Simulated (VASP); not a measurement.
Set up this calculation in VASP 6.6.1, as the native input.

| Quantity | Value |
| --- | --- |
| Task | relaxation of cell and atoms |
| Functional | PBE |
| Potentials or basis | VASP PAW PBE potentials, release 64 (B, N) |
| Cutoff | 600 eV |
| k mesh | 10 × 10 × 10 |
| Occupations | gaussian, width 0.01 eV |
| Spin | no spin polarisation |
| Dipole correction | no |
| Further INCAR settings | ALGO = Normal; EDIFF = 1e-06; IBRION = 2; EDIFFG = -0.01; NSW = 50; ISIF = 3 |

The structure of BN (Qingsongite) lies in POSCAR:

```
BN
1.0
    0.0000000000      1.8075000000      1.8075000000
    1.8075000000      0.0000000000      1.8075000000
    1.8075000000      1.8075000000      0.0000000000
B N
1 1
Direct
    0.0000000000      0.0000000000      0.0000000000
    0.2500000000      0.2500000000      0.2500000000
```

These files were run (other wordings do the same):

INCAR

```
PREC = Accurate ; ENCUT = 600
EDIFF = 1E-6 ; ISMEAR = 0
SIGMA = 0.01 ; LREAL = False
LASPH = True ; NELM = 80
ALGO = Normal ; ISIF = 3
LWAVE = False ; LCHARG = False
GGA = PE ; IBRION = 2
NSW = 50 ; EDIFFG = -0.01
```

KPOINTS

```
regular mesh
0
Gamma
  10 10 10
```

Potentials or basis: VASP PAW PBE potentials, release 64 (B, N).

Launch:

```sh
$ cat potpaw_PBE.64/B/POTCAR potpaw_PBE.64/N/POTCAR > POTCAR
$ mpirun -np 1 vasp_std > vasp.out
```

Results of the run:

| Quantity | Value |
| --- | --- |
| Relaxed volume | 5.95 Å³/atom |
| Relaxed cell | a = 2.563 Å, b = 2.563 Å, c = 2.563 Å, α = 60.00°, β = 60.00°, γ = 60.00° |
| Space group after relaxing (to 0.05 Å) | F-43m (No. 216) |
| Energy gained by relaxing | 0.4 meV/atom |
| Ionic steps | 3 |
| Pressure after relaxing | 0.0 GPa |
| Band gap on the k mesh | 4.45 eV, indirect (least direct gap 8.78 eV) |

It took 7.5 s on 1 thread of Intel Xeon 6975P-C, with other jobs on the host, peak memory 0.12 GiB.
